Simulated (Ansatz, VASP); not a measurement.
# BaF2: VASP beside Ansatz

File INCAR:

```
PREC = Accurate ; ENCUT = 600
EDIFF = 1E-6 ; ISMEAR = 0
SIGMA = 0.01 ; LREAL = F
LASPH = T ; NELM = 120
ALGO = Normal ; ISIF = 2
LWAVE = F ; LCHARG = F
NBANDS = 19 ; GGA_COMPAT = F
```

File KPOINTS:

```
regular mesh
0
Gamma
  6 6 6
```

Contents of POSCAR:

```
BaF2
1.0
    0.0000000000      3.0971637718      3.0971637718
    3.0971637718      0.0000000000      3.0971637718
    3.0971637718      3.0971637718      0.0000000000
Ba F
1 2
Direct
    0.0000000000      0.0000000000      0.0000000000
    0.2500000000      0.2500000000      0.2500000000
    0.7500000000      0.7500000000      0.7500000000
```

Input for Ansatz:

```yaml
crystal:
  lattice:
    - [0.0, 3.0971637718, 3.0971637718]
    - [3.0971637718, 0.0, 3.0971637718]
    - [3.0971637718, 3.0971637718, 0.0]
  atoms:
    - { symbol: Ba, position: [0.0, 0.0, 0.0] }
    - { symbol: F, position: [0.25, 0.25, 0.25] }
    - { symbol: F, position: [0.75, 0.75, 0.75] }
kpoints:
  mp_grid: { grid: [6, 6, 6] }
hamiltonian:
  xc: lda
scf:
  occupations: { method: fixed }
  n_extra_bands: 4
output:
  forces: true
  stress: true
  eigenvalues: true
```

Alike in both runs: task single point; functional LDA; k mesh 6 × 6 × 6; no spin polarisation.

|  | VASP | Ansatz |
| --- | --- | --- |
| version | VASP 6.6.1 | Ansatz 0.2.0 |
| potentials or method | VASP PAW LDA potentials, release 64 (Ba_sv, F) | plane waves |
| plane-wave cutoff (eV) | 600 | 420 |
| occupations | gaussian, width 0.01 eV | fixed |
| valence electrons in the cell | 24 | 24 |

|  | VASP | Ansatz | Ansatz less VASP |
| --- | --- | --- | --- |
| gap on the k mesh at the Fermi level (eV) | 6.42 | 6.49 | +0.073 |
| pressure (GPa) | -3.3 | -4.4 | -1.12 |

LDA's correlation is that of Perdew and Zunger in VASP and of Perdew and Wang (1992) in Ansatz.

Neither program's run includes spin-orbit coupling.
